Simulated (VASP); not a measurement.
A run of VASP 6.6.1 is set up as follows.

Contents of INCAR:

```
  ALGO = Normal
  EDIFF = 1E-6
  EDIFFG = -0.02
  ENCUT = 600
  GGA = PS
  IBRION = 2
  ISIF = 3
  ISMEAR = -1
  LASPH = T
  LCHARG = F
  LREAL = F
  LWAVE = F
  NELM = 100
  NSW = 80
  PREC = Accurate
  PSTRESS = 50.0
  SIGMA = 0.05
```

The input KPOINTS:

```
k-points
0
Gamma
  10 10 10
```

The input POSCAR:

```
GaN
1.0
    0.0000000000      2.2535006075      2.2535006075
    2.2535006075      0.0000000000      2.2535006075
    2.2535006075      2.2535006075      0.0000000000
Ga N
1 1
Direct
    0.0000000000      0.0000000000      0.0000000000
    0.2500000000      0.2500000000      0.2500000000
```

Potentials or basis: VASP PAW PBE potentials, release 64 (Ga_d, N).

Run with:

```sh
$ cat potpaw_PBE.64/Ga_d/POTCAR potpaw_PBE.64/N/POTCAR > POTCAR
$ mpirun -np 1 vasp_std > vasp.out
```

**Question.** Estimate the space group after relaxing (to 0.05 Å).

**Answer.** F-43m (No. 216).

**Question.** Predict the relaxed volume.

**Answer.** 11.07 Å³/atom.

**Question.** Estimate the band gap on the k mesh.

**Answer.** 1.89 eV, direct.

Final structure:
```
Ga N
1.0
     0.00000    2.22899    2.22899
     2.22899    0.00000    2.22899
     2.22899    2.22899    0.00000
Ga N
1 1
Cartesian
  0.0000 0.0000 0.0000
  1.1145 1.1145 1.1145
```

Caveat: the cell is relaxed towards a set pressure, so the enthalpy falls and the energy may rise; the PAW data sets were made with another functional, which shifts forces and pressure a little. A hybrid or GW would open this gap; PBEsol tends to underestimate it.
